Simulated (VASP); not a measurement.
# Si16O (a cell with a defect) in VASP: single point with LDA

Aim: the single point of Si16O (a cell with a defect) with LDA.

All numbers are computed with VASP 6.6.1; they aren't measurements. Logs are shortened: lines on timing, memory, paths and dates and some standing lists are left out, and cuts for length are marked.

### Step 1. The cell of the first run

The cell holds a defect, 17 atoms: a = 7.679 Å, b = 7.679 Å, c = 7.679 Å, α = 60.00°, β = 60.00°, γ = 60.00°.

### Step 2. Single point, LDA, collinear spin, zero start

File INCAR:

```
  PREC = Accurate
  ENCUT = 520
  EDIFF = 1E-6
  ISMEAR = -1
  SIGMA = 0.05
  LREAL = Auto
  LASPH = T
  NELM = 150
  ALGO = Normal
  ISIF = 2
  LWAVE = F
  LCHARG = F
  ISPIN = 2
  MAGMOM = 0 0 0 0 0 0 0 0 0 0 0 0 0 0 0 0 0
  LORBIT = 11
  GGA = CA
  NBANDS = 53
```

File KPOINTS:

```
regular mesh
0
Gamma
  2 2 2
```

File POSCAR:

```
Si16O
1.0
    0.0000000000      5.4300000000      5.4300000000
    5.4300000000      0.0000000000      5.4300000000
    5.4300000000      5.4300000000      0.0000000000
Si O
16 1
Direct
   -0.0021205341      0.0033568140      0.0011238490
    0.1139517495      0.1288817680      0.1341226519
   -0.0092046041     -0.0002486188      0.5097025783
    0.1253595764      0.1228776243      0.6266282689
    0.0220575506      0.5045936464     -0.0311813076
    0.1311270718      0.6294154696      0.1085666667
    0.0097186924      0.4968953039      0.4838737569
    0.1393439227      0.6272569982      0.5992262431
    0.4864544199     -0.0285702578      0.0559183241
    0.6232854512      0.1288810313      0.1341395948
    0.4999749540     -0.0002475138      0.5097187845
    0.6169950276      0.0824791897      0.6837699816
    0.5047662983      0.5045904236     -0.0311340700
    0.6538130755      0.6163681400      0.0762823204
    0.5007017495      0.4536310313      0.5452172192
    0.6343766114      0.6272572744      0.5992790055
    0.6337735727      0.4231043278      0.3098023020
```

Potentials or basis: VASP PAW LDA potentials, release 64 (Si, O).

Launch:

```bash
cat potpaw_LDA.64/Si/POTCAR potpaw_LDA.64/O/POTCAR > POTCAR
mpirun -np 1 vasp_std > vasp.out
```

OUTCAR:

```text
PREC = Accurate
   ENCUT = 520
   EDIFF = 1E-6
   ISMEAR = -1
   LREAL = Auto
   LASPH = T
   NELM = 150
   ISIF = 2
   ISPIN = 2
   LORBIT = 11
   GGA = CA

 ion  position               nearest neighbor table
   1  0.998  0.003  0.001-   6 2.35   4 2.35  10 2.35   2 2.35
   2  0.114  0.129  0.134-   1 2.35   3 2.36   9 2.36   5 2.37
   3  0.991  1.000  0.510-   8 2.35   4 2.35   2 2.36  12 2.37
   4  0.125  0.123  0.627-   7 2.35   1 2.35  11 2.35   3 2.35
   5  0.022  0.505  0.969-  14 2.32   8 2.32   6 2.35   2 2.37
   6  0.131  0.629  0.109-  13 2.35   5 2.35   1 2.35   7 2.35
   7  0.010  0.497  0.484-   4 2.35   6 2.35   8 2.35  16 2.35
   8  0.139  0.627  0.599-  15 2.31   5 2.32   3 2.35   7 2.35
   9  0.486  0.971  0.056-  14 2.32  12 2.33  10 2.36   2 2.36
  10  0.623  0.129  0.134-   1 2.35  11 2.36   9 2.36  13 2.37
  11  0.500  1.000  0.510-  16 2.35   4 2.35  10 2.36  12 2.37
  12  0.617  0.082  0.684-  15 2.33   9 2.33  11 2.37   3 2.37
  13  0.505  0.505  0.969-  14 2.32  16 2.32   6 2.35  10 2.37
  14  0.654  0.616  0.076-  17 1.65  13 2.32   5 2.32   9 2.32  15 2.94
  15  0.501  0.454  0.545-  17 1.64  16 2.31   8 2.31  12 2.33  14 2.94
  16  0.634  0.627  0.599-  15 2.31  13 2.32  11 2.35   7 2.35
  17  0.634  0.423  0.310-  15 1.64  14 1.65

  LATTYP: Found a face centered cubic cell.
 ALAT       =    10.8600000000

  Lattice vectors:

 A1 = (   0.0000000000,   5.4300000000,   5.4300000000)
 A2 = (   5.4300000000,   0.0000000000,   5.4300000000)
 A3 = (   5.4300000000,   5.4300000000,   0.0000000000)

Analysis of symmetry for initial positions (statically):
=====================================================================
 Subroutine PRICEL returns:
 Original cell was already a primitive cell.

 Routine SETGRP: Setting up the symmetry group for a
 face centered cubic supercell.

 Subroutine GETGRP returns: Found  1 space group operations
 (whereof  1 operations were pure point group operations)
 out of a pool of 48 trial point group operations.

The static configuration has the point symmetry C_1 .

Analysis of symmetry for dynamics (positions and initial velocities):
=====================================================================
 Subroutine PRICEL returns:
 Original cell was already a primitive cell.

 Routine SETGRP: Setting up the symmetry group for a
 face centered cubic supercell.

 Subroutine GETGRP returns: Found  1 space group operations
 (whereof  1 operations were pure point group operations)
 out of a pool of 48 trial point group operations.

The dynamic configuration has the point symmetry C_1 .

Analysis of structural, dynamic, and magnetic symmetry:
=====================================================================
 Subroutine PRICEL returns:
[... 171 lines left out ...]

 E-fermi :   6.0334     XC(G=0):  -9.7396

 val. band max:        5.8224243323   @ k =   0.0000   0.0000   0.0000
 cond. band min:       6.2192932995   @ k =   0.0000   0.0000   0.0000
 fundamental gap:      0.3968689672
 Fermi energy:         6.0333667235

 spin component 1

 k-point     1 :       0.0000    0.0000    0.0000
  band No.  band energies     occupation
      1     -14.4213      1.00000
      2      -5.8671      1.00000
      3      -4.5583      1.00000
      4      -3.7403      1.00000
      5      -3.7180      1.00000
      6      -3.3689      1.00000
[... 389 lines left out ...]
     46      10.1703      0.00000
     47      10.2854      0.00000
 Fermi energy:         6.0333667235

 spin component 2

 k-point     1 :       0.0000    0.0000    0.0000
  band No.  band energies     occupation
      1     -14.4213      1.00000
      2      -5.8671      1.00000
      3      -4.5583      1.00000
      4      -3.7403      1.00000
      5      -3.7180      1.00000
      6      -3.3689      1.00000
[... 389 lines left out ...]
     46      10.1703      0.00000
     47      10.2854      0.00000
 [bands above 47 left out]

------------------------ aborting loop because EDIFF is reached ----------------------------------------

  FORCE on cell =-STRESS in cart. coord.  units (eV):
  Direction    XX          YY          ZZ          XY          YZ          ZX
  --------------------------------------------------------------------------------------
  -------------------------------------------------------------------------------------
  Total        1.3837788      1.9129342      1.9149280      2.9866972     -1.7972943     -2.9861178
  in kB        6.9238518      9.5715250      9.5815012     14.9441869     -8.9929111    -14.9412877
  external PRESSURE =       8.6922927 kB  Pullay stress =       0.0000000 kB

 VOLUME and BASIS-vectors are now :
 -----------------------------------------------------------------------------
  energy-cutoff  :      520.00
  volume of cell :      320.21
      direct lattice vectors                 reciprocal lattice vectors
     0.000000000  5.430000000  5.430000000    -0.092081031  0.092081031  0.092081031
     5.430000000  0.000000000  5.430000000     0.092081031 -0.092081031  0.092081031
     5.430000000  5.430000000  0.000000000     0.092081031  0.092081031 -0.092081031

 POSITION                                       TOTAL-FORCE (eV/Angst)
 -----------------------------------------------------------------------------------
      0.02433      5.42459      5.43671        -0.000352     -0.000346      0.000860
      1.42811      1.34704      1.31859         0.001967     -0.003667     -0.002001
      8.19634      8.14770     10.80867         0.000489      0.001878     -0.000273
      4.06982      4.08329      1.34793         0.000461     -0.001940      0.001975
      8.00063      5.38046      2.85972        -0.002698     -0.001023      0.004702
      4.00724      1.30154      4.12975         0.000184      0.001715     -0.002773
[... 9 lines left out ...]
      6.66009      6.69875      6.85067        -0.003504     -0.003221     -0.002379
      3.97968      5.12362      5.73885        -0.046364      0.044540     -0.043897
 -----------------------------------------------------------------------------------
    total drift:                               -0.004776     -0.005219      0.001879

  FREE ENERGIE OF THE ION-ELECTRON SYSTEM (eV)
  ---------------------------------------------------
  free  energy   TOTEN  =      -102.3279993701 eV

  energy  without entropy=     -102.3248829808  energy(sigma->0) =     -102.32644118

 total charge

# of ion       s       p       d       tot
------------------------------------------
    1        0.745   0.966   0.000   1.711
    2        0.750   0.946   0.000   1.695
    3        0.749   0.950   0.000   1.699
    4        0.745   0.965   0.000   1.710
    5        0.754   0.974   0.000   1.728
    6        0.745   0.963   0.000   1.708
[... 9 lines left out ...]
   16        0.751   0.983   0.000   1.734
   17        1.565   3.602   0.000   5.167
--------------------------------------------------
tot         13.557  19.006   0.000  32.563

 magnetization (x)

# of ion       s       p       d       tot
------------------------------------------
    1        0.000   0.000   0.000   0.000
    2        0.000   0.000   0.000   0.000
    3       -0.000  -0.000   0.000  -0.000
    4       -0.000  -0.000   0.000  -0.000
    5        0.000   0.000   0.000   0.000
    6        0.000   0.000   0.000   0.000
[... 9 lines left out ...]
   16       -0.000   0.000   0.000  -0.000
   17       -0.000   0.000   0.000   0.000
--------------------------------------------------
tot          0.000   0.000   0.000   0.000
```

OSZICAR:

```text
N       E                     dE             d eps       ncg     rms          rms(c)
DAV:   1     0.185583176607E+03    0.18558E+03   -0.27320E+04  1696   0.110E+03
DAV:   2    -0.857349990329E+02   -0.27132E+03   -0.25555E+03  2079   0.176E+02
DAV:   3    -0.105912764011E+03   -0.20178E+02   -0.19913E+02  2134   0.454E+01
DAV:   4    -0.106303522607E+03   -0.39076E+00   -0.38965E+00  2160   0.756E+00
DAV:   5    -0.106311400841E+03   -0.78782E-02   -0.78749E-02  2126   0.104E+00    0.174E+01
DAV:   6    -0.102860269089E+03    0.34511E+01   -0.82862E+00  2368   0.139E+01    0.105E+01
DAV:   7    -0.102472103884E+03    0.38817E+00   -0.31930E+00  1862   0.570E+00    0.418E+00
DAV:   8    -0.102354118019E+03    0.11799E+00   -0.76766E-01  2280   0.412E+00    0.136E+00
DAV:   9    -0.102322391736E+03    0.31726E-01   -0.22332E-01  2320   0.240E+00    0.368E-01
DAV:  10    -0.102330720796E+03   -0.83291E-02   -0.94100E-02  1915   0.990E-01    0.454E-01
DAV:  11    -0.102327587617E+03    0.31332E-02   -0.14866E-02  2475   0.627E-01    0.107E-01
DAV:  12    -0.102327977140E+03   -0.38952E-03   -0.35513E-03  1918   0.221E-01    0.521E-02
DAV:  13    -0.102328000431E+03   -0.23291E-04   -0.22900E-04  2088   0.502E-02    0.326E-02
DAV:  14    -0.102328002262E+03   -0.18316E-05   -0.45726E-05  2296   0.333E-02    0.201E-02
DAV:  15    -0.102328001895E+03    0.36757E-06   -0.12564E-05  1952   0.129E-02    0.151E-02
DAV:  16    -0.102327999785E+03    0.21094E-05   -0.45096E-06  1784   0.856E-03    0.743E-03
DAV:  17    -0.102327999370E+03    0.41511E-06   -0.15545E-06  1592   0.451E-03
   1 F= -.10232800E+03 E0= -.10232644E+03  d E =-.311639E-02  mag=    -0.0000
```

Wall time 7.2 min (1 thread of AMD EPYC 9R45 (Zen 5), shared host); peak memory 0.45 GiB.

Results:

- Free energy: -102.3280 eV
- Pressure: 0.9 GPa
- Largest force: 0.108 eV/Å
- Band gap on the k mesh: 0.40 eV
- Net moment: 0.00 μB per cell
- Valence electrons inside the program's atomic spheres: Si 1.71, 1.70, 1.73, 1.72 (each value once); O 5.17

Forces on the atoms (eV/Å):
```
Si   0.000  0.000  0.001
Si   0.002 -0.004 -0.002
Si   0.000  0.002  0.000
Si   0.000 -0.002  0.002
Si  -0.003 -0.001  0.005
Si   0.000  0.002 -0.003
Si   0.002  0.001 -0.001
Si  -0.004  0.003  0.004
Si   0.003  0.004 -0.004
Si   0.002  0.002  0.004
Si   0.001  0.001 -0.002
Si  -0.002 -0.006  0.006
Si  -0.002 -0.005  0.000
Si  -0.026 -0.075  0.074
Si   0.075  0.038 -0.038
Si  -0.004 -0.003 -0.002
O   -0.046  0.045 -0.044
```

Caveat: the k points lie up to 0.50 Å⁻¹ apart; semilocal functionals underestimate gaps, and a narrow one can read as zero.
